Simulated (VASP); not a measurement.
A run of VASP 6.6.1:

The input INCAR:

```
SYSTEM = AlNi
PREC = Accurate ; ENCUT = 520
EDIFF = 1E-7 ; ISMEAR = -1
SIGMA = 0.08 ; LREAL = .FALSE.
LASPH = .TRUE. ; NELM = 80
ALGO = Normal ; ISIF = 2
LWAVE = .FALSE. ; LCHARG = .FALSE.
GGA = PE ; NBANDS = 14
```

Contents of KPOINTS:

```
Automatic mesh
0
G
  15 15 13
  0 0 0
```

The input POSCAR:

```
AlNi
1.0
    2.2160438338      0.0000000000      0.0000000000
   -1.1080219169      1.9191502560      0.0000000000
    0.0000000000      0.0000000000      3.2559360154
Ni Al
1 1
Direct
    0.0000000000      0.0000000000      0.0000000000
    0.3333333333      0.6666666667      0.5000000000
```

Potentials or basis: VASP PAW PBE potentials, release 64 (Ni, Al).

The run is started by

```console
$ cat potpaw_PBE.64/Ni/POTCAR potpaw_PBE.64/Al/POTCAR > POTCAR
$ mpirun -np 1 vasp_std > vasp.out
```

Hardware: 1 thread of Intel Xeon 6975P-C, with other jobs on the host.

Task: Estimate the wall time of this run.

Result: Wall time 17 s on 1 thread of Intel Xeon 6975P-C, on a shared host, peak memory 0.15 GiB. Counts: scf iterations 15, k points 189.
